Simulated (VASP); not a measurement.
# Br (P321) in VASP: relaxation of cell and atoms with PBE

Aim: the relaxation of cell and atoms of Br with PBE.

Everything below comes from runs of VASP 6.6.1. Logs are shortened: lines on timing, memory, paths and dates and some standing lists are left out, and cuts for length are marked.

## (1) The cell of the first run

It takes space group P321 (No. 150, trigonal). The conventional cell has a = 6.529 Å, b = 6.529 Å, c = 6.557 Å, α = 90.00°, β = 90.00°, γ = 120.00°. Br (site symmetry 1) has 4 Br at 2.91 to 3.47 Å within 3.8 Å.

The cell was built from a structure type or drawn by symmetry, and may not be a known phase.

## (2) Relaxation of cell and atoms, PBE

File INCAR:

```
PREC = Accurate
ENCUT = 600
EDIFF = 1E-6
ISMEAR = 0
SIGMA = 0.1
LREAL = F
LASPH = T
NELM = 100
ALGO = Normal
ISIF = 3
LWAVE = F
LCHARG = F
GGA = PE
IBRION = 2
NSW = 90
EDIFFG = -0.04
```

File KPOINTS:

```
Automatic mesh
0
Gamma
  3 3 4
```

File POSCAR:

```
Br
1.0
    6.5289433897      0.0000000000      0.0000000000
   -3.2644716948      5.6542308353      0.0000000000
    0.0000000000      0.0000000000      6.5569823948
Br
6
Direct
    0.0145700000      0.7500000000      0.7354300000
    0.2500000000      0.2645700000      0.7354300000
    0.2645700000      0.2500000000      0.2645700000
    0.7354300000      0.9854300000      0.7354300000
    0.7500000000      0.0145700000      0.2645700000
    0.9854300000      0.7354300000      0.2645700000
```

Potentials or basis: VASP PAW PBE potentials, release 64 (Br).

Launch:

```sh
$ cat potpaw_PBE.64/Br/POTCAR > POTCAR
$ mpirun -np 1 vasp_std > vasp.out
```

OUTCAR:

```text
PREC = Accurate
   ENCUT = 600
   EDIFF = 1E-6
   ISMEAR = 0
   LREAL = F
   LASPH = T
   NELM = 100
   ISIF = 3
   GGA = PE
   IBRION = 2
   NSW = 90
   EDIFFG = -0.04

 ion  position               nearest neighbor table
   1  0.015  0.750  0.735-
   2  0.250  0.265  0.735-
   3  0.265  0.250  0.265-
   4  0.735  0.985  0.735-
   5  0.750  0.015  0.265-
   6  0.985  0.735  0.265-

  LATTYP: Found a hexagonal cell.
 ALAT       =     6.5289433897
 C/A-ratio  =     1.0042945701

  Lattice vectors:

 A1 = (   6.5289433897,   0.0000000000,   0.0000000000)
 A2 = (  -3.2644716948,   5.6542308353,   0.0000000000)
 A3 = (   0.0000000000,   0.0000000000,   6.5569823948)

Analysis of symmetry for initial positions (statically):
=====================================================================
 Subroutine PRICEL returns:
 Original cell was already a primitive cell.

 Routine SETGRP: Setting up the symmetry group for a
 hexagonal supercell.

 Subroutine GETGRP returns: Found  6 space group operations
 (whereof  6 operations were pure point group operations)
 out of a pool of 24 trial point group operations.

The static configuration has the point symmetry D_3 .

Analysis of symmetry for dynamics (positions and initial velocities):
=====================================================================
 Subroutine PRICEL returns:
 Original cell was already a primitive cell.

 Routine SETGRP: Setting up the symmetry group for a
 hexagonal supercell.

 Subroutine GETGRP returns: Found  6 space group operations
 (whereof  6 operations were pure point group operations)
 out of a pool of 24 trial point group operations.

The dynamic configuration has the point symmetry D_3 .

 Subroutine INISYM returns: Found  6 space group operations
 (whereof  6 operations are pure point group operations),
 and found     1 'primitive' translations

----------------------------------------------------------------------------------------

                                     Primitive cell

  volume of cell :     242.0586

  direct lattice vectors                    reciprocal lattice vectors
     6.528943390  0.000000000  0.000000000     0.153164140  0.088429358  0.000000000
    -3.264471695  5.654230835  0.000000000     0.000000000  0.176858715  0.000000000
     0.000000000  0.000000000  6.556982395     0.000000000  0.000000000  0.152509179

  length of vectors
     6.528943390  6.528943390  6.556982395     0.176858715  0.176858715  0.152509179

  position of ions in fractional coordinates (direct lattice)
     0.014570000  0.750000000  0.735430000
     0.250000000  0.264570000  0.735430000
     0.264570000  0.250000000  0.264570000
     0.735430000  0.985430000  0.735430000
     0.750000000  0.014570000  0.264570000
     0.985430000  0.735430000  0.264570000

  ion indices of the primitive-cell ions
   primitive index   ion index
                 1           1
                 2           2
                 3           3
                 4           4
                 5           5
                 6           6

----------------------------------------------------------------------------------------

 KPOINTS: Automatic mesh

Automatic generation of k-mesh.
 Grid dimensions read from file:
 generate k-points for:    3    3    4

 Generating k-lattice:

  Cartesian coordinates                     Fractional coordinates (reciprocal lattice)
     0.051054713  0.029476453  0.000000000     0.333333333  0.000000000  0.000000000
     0.000000000  0.058952905  0.000000000     0.000000000  0.333333333  0.000000000
     0.000000000  0.000000000  0.038127295     0.000000000  0.000000000  0.250000000

  Length of vectors
     0.058952905  0.058952905  0.038127295

  Shift w.r.t. Gamma in fractional coordinates (k-lattice)
     0.000000000  0.000000000  0.000000000

 Subroutine IBZKPT returns following result:
 ===========================================

 Found     10 irreducible k-points:

 Following reciprocal coordinates:
            Coordinates               Weight
  0.000000  0.000000  0.000000      1.000000
  0.333333  0.000000  0.000000      6.000000
  0.333333  0.333333  0.000000      2.000000
  0.000000  0.000000  0.250000      2.000000
  0.333333  0.000000  0.250000      6.000000
  0.000000  0.333333  0.250000      6.000000
  0.333333  0.333333  0.250000      4.000000
  0.000000  0.000000  0.500000      1.000000
  0.333333  0.000000  0.500000      6.000000
  0.333333  0.333333  0.500000      2.000000
   k-points           NKPTS =     10   k-points in BZ     NKDIM =     10   number of bands    NBANDS=     25
   number of dos      NEDOS =    301   number of ions     NIONS =      6
   total plane-waves  NPLWV = 157464
   dimension x,y,z NGX =    54 NGY =   54 NGZ =   54
   dimension x,y,z NGXF=   108 NGYF=  108 NGZF=  108
   ions per type =               6
   NGX,Y,Z   is equivalent  to a cutoff of  13.75, 13.75, 13.69 a.u.
   NGXF,Y,Z  is equivalent  to a cutoff of  27.50, 27.50, 27.38 a.u.
 SYSTEM =  unknown system
   PREC   = accura    normal or accurate (medium, high low for compatibility)
   ISTART =      0    job   : 0-new  1-cont  2-samecut
   ICHARG =      2    charge: 1-file 2-atom 10-const
   ISPIN  =      1    spin polarized calculation?
   LNONCOLLINEAR =      F non collinear calculations
   LSORBIT =      F    spin-orbit coupling
   LASPH  =      T    aspherical Exc in radial PAW
   ENCUT  =  600.0 eV  44.10 Ry    6.64 a.u.  13.04 13.04 13.10*2*pi/ulx,y,z
   NELM   =    100;   NELMIN=  2; NELMDL= -5     # of ELM steps
   EDIFF  = 0.1E-05   stopping-criterion for ELM
   LREAL  =      F    real-space projection
   EDIFFG = -.4E-01   stopping-criterion for IOM
   NSW    =     90    number of steps for IOM
   IBRION =      2    ionic relax: 0-MD 1-quasi-New 2-CG
   NFREE  =      1    steps in history (QN), initial steepest desc. (CG)
   ISIF   =      3    stress and relaxation
   ISYM   =      2    0-nonsym 1-usesym 2-fastsym
   POTIM  = 0.5000    time-step for ionic-motion
   TEBEG  =    0.0;   TEEND  =   0.0 temperature during run
   PSTRESS=    0.0 pullay stress
   NELECT =      42.0000    total number of electrons
   NUPDOWN=      -1.0000    fix difference up-down
   EMIN   =  10.00;   EMAX   =-10.00  energy-range for DOS
   EFERMI =   0.00;   METHOD = LEGACY
   ISMEAR =     0;   SIGMA  =   0.10  broadening in eV -4-tet -1-fermi 0-gaus
   EFERMI_NEDOS =   21; number of points for ismear=-14 and -15
   IALGO  =     38    algorithm
   IMIX   =      4    mixing-type and parameters
     AMIX     =   0.40;   BMIX     =  1.00
     AMIX_MAG =   1.60;   BMIX_MAG =  1.00
  volume/ion in A,a.u.               =      40.34       272.25
  Fermi-wavevector in a.u.,A,eV,Ry     =   0.913099  1.725507 11.343850  0.833749
  Thomas-Fermi vector in A             =   2.037571
   LORBIT       =      0    0 simple, 1 ext, 2 COOP (PROOUT), +10 PAW based schemes
   GGA     = PE    functional components
   LHFCALC =     F    Hartree Fock is set to
   AEXX    =    0.0000 exact exchange contribution
   IVDW    =     0    specifies the selected vdW correction
   LEPSILON=     F    determine dielectric tensor
   LRPA    =     F    only Hartree local field effects (RPA)
 conjugate gradient relaxation of ions
 non-spin polarized calculation
 Gauss-broadening in eV      SIGMA  =   0.10
  energy-cutoff  :      600.00
  volume of cell :      242.06
 maximum number of plane-waves:      8112
 NGX is ok and might be reduce to    54
   NGX = 27   NGY = 27   NGZ = 27

--------------------------------------- Ionic step        1  -------------------------------------------

 number of electron      41.9999997 magnetization

 Free energy of the ion-electron system (eV)
  ---------------------------------------------------
  ext. energy  EPLUGINS =         0.00000000
  ---------------------------------------------------
  free energy    TOTEN  =        -5.54433837 eV

  energy without entropy =       -5.41277507  energy(sigma->0) =       -5.47855672

------------------------ aborting loop because EDIFF is reached ----------------------------------------

  FORCE on cell =-STRESS in cart. coord.  units (eV):
  Direction    XX          YY          ZZ          XY          YZ          ZX
  --------------------------------------------------------------------------------------
  -------------------------------------------------------------------------------------
  Total        0.9361003      0.9361003     -3.1094760      0.0000000      0.0000000      0.0000000
  in kB        6.1960157      6.1960157    -20.5815151      0.0000000      0.0000000      0.0000000
  external PRESSURE =      -2.7298279 kB  Pullay stress =       0.0000000 kB
[... 101 lines left out ...]
  FREE ENERGIE OF THE ION-ELECTRON SYSTEM (eV)
  ---------------------------------------------------
  free  energy   TOTEN  =        -7.3596883894 eV

  energy  without entropy=       -7.3061817813  energy(sigma->0) =       -7.33293509

[... ionic steps 4 to 18 ...]

--------------------------------------- Ionic step       19  -------------------------------------------

 number of electron      42.0000002 magnetization

------------------------ aborting loop because EDIFF is reached ----------------------------------------

  FORCE on cell =-STRESS in cart. coord.  units (eV):
  Direction    XX          YY          ZZ          XY          YZ          ZX
  --------------------------------------------------------------------------------------
  -------------------------------------------------------------------------------------
  Total       -0.0808207     -0.0808207      0.9206469     -0.0000000      0.0000000      0.0000000
  in kB       -0.5373274     -0.5373274      6.1208190     -0.0000000      0.0000000      0.0000000
  external PRESSURE =       1.6820547 kB  Pullay stress =       0.0000000 kB
[... 65 lines left out ...]
  energy  without entropy=       -9.6594545218  energy(sigma->0) =       -9.66482734

--------------------------------------- Ionic step       21  -------------------------------------------

 number of electron      42.0000003 magnetization

 Free energy of the ion-electron system (eV)
  ---------------------------------------------------
  ext. energy  EPLUGINS =         0.00000000
  ---------------------------------------------------
  free energy    TOTEN  =        -9.67080366 eV

  energy without entropy =       -9.65999671  energy(sigma->0) =       -9.66540018

 E-fermi :  -1.4108     XC(G=0):  -7.0511

 val. band max:       -1.4504512438   @ k =   0.0000   0.0000   0.0000
 cond. band min:      -1.2805454273   @ k =   0.3333   0.0000   0.0000
 fundamental gap:      0.1699058165
 Fermi energy:        -1.4108129557

 k-point     1 :       0.0000    0.0000    0.0000
  band No.  band energies     occupation
      1     -16.7981      2.00000
      2     -16.6425      2.00000
      3     -16.6425      2.00000
      4     -13.8973      2.00000
      5     -13.7619      2.00000
      6     -13.7619      2.00000
[... 302 lines left out ...]
  FREE ENERGIE OF THE ION-ELECTRON SYSTEM (eV)
  ---------------------------------------------------
  free  energy   TOTEN  =        -9.6708036552 eV

  energy  without entropy=       -9.6599967087  energy(sigma->0) =       -9.66540018

 reached required accuracy - stopping structural energy minimisation
```

Wall time 19 min (1 thread of Intel Xeon Platinum 8488C (Sapphire Rapids), shared host); peak memory 0.42 GiB.

Results:

- Free energy: -9.6708 eV
- Relaxed volume: 40.16 Å³/atom
- Relaxed cell: a = 7.361 Å, b = 7.361 Å, c = 5.135 Å, α = 90.00°, β = 90.00°, γ = 120.00°
- Space group after relaxing (to 0.1 Å): P-62m (No. 189)
- Energy gained by relaxing: 687.7 meV/atom
- Ionic steps: 21
- Pressure after relaxing: 0.0 GPa
- Largest force after relaxing: 0.013 eV/Å
- Band gap on the k mesh: zero (bands 21 and 22 overlap by 1.55 eV)

Forces in eV/Å, atoms in the order of the input:
```
Br  -0.013 -0.001  0.002
Br   0.007 -0.011  0.002
Br  -0.013  0.001 -0.002
Br   0.006  0.011  0.002
Br   0.006 -0.011 -0.002
Br   0.007  0.011 -0.002
```

The path:
```csv
step,energy change (eV),largest force (eV/Å),pressure (GPa),volume (Å³)
1,0.0000,0.5405,-0.27,242.06
2,-0.2891,0.8218,-0.83,239.57
3,-1.8154,0.7716,-2.09,231.17
4,-3.5095,1.5681,4.71,209.90
5,-3.7082,0.6251,-0.51,218.96
6,-3.8334,0.9017,0.88,215.76
7,-3.9780,0.5805,1.38,217.90
8,-3.9918,0.3786,1.76,218.81
9,-4.0739,0.2873,0.02,229.67
10,-4.0782,0.2156,0.30,227.48
11,-4.0874,0.1508,0.07,228.90
12,-4.0902,0.1296,-0.15,230.31
13,-4.0965,0.1342,0.00,230.67
14,-4.0999,0.1736,0.20,231.16
15,-4.1063,0.1463,0.15,232.41
16,-4.1195,0.0705,0.02,236.20
17,-4.1230,0.0915,-0.22,243.87
18,-4.1250,0.0471,-0.14,241.06
19,-4.1247,0.0317,0.17,240.99
20,-4.1259,0.0402,0.00,241.03
21,-4.1265,0.0130,-0.02,240.96
```

Final structure:
```xyz
6
Lattice="7.3607 0.0000 0.0000 -3.6803 6.3746 0.0000 0.0000 0.0000 5.1354" Properties=species:S:1:pos:R:3 pbc="T T T"
Br   -2.5592    4.4552    3.8514
Br    1.1016    1.9306    3.8514
Br    1.1212    1.9193    1.2840
Br    1.4576    6.3633    3.8514
Br    5.1379    0.0113    1.2840
Br    4.7819    4.4439    1.2840
```

Caveat: the k points lie up to 0.33 Å⁻¹ apart in the final cell, too coarse for converged energies and pressures of a metal; a cell axis changed by over 15 % at a fixed basis, so the end point is rough; this functional lacks dispersion, which holds the molecules together, so the pressure and a relaxed volume are unreliable.
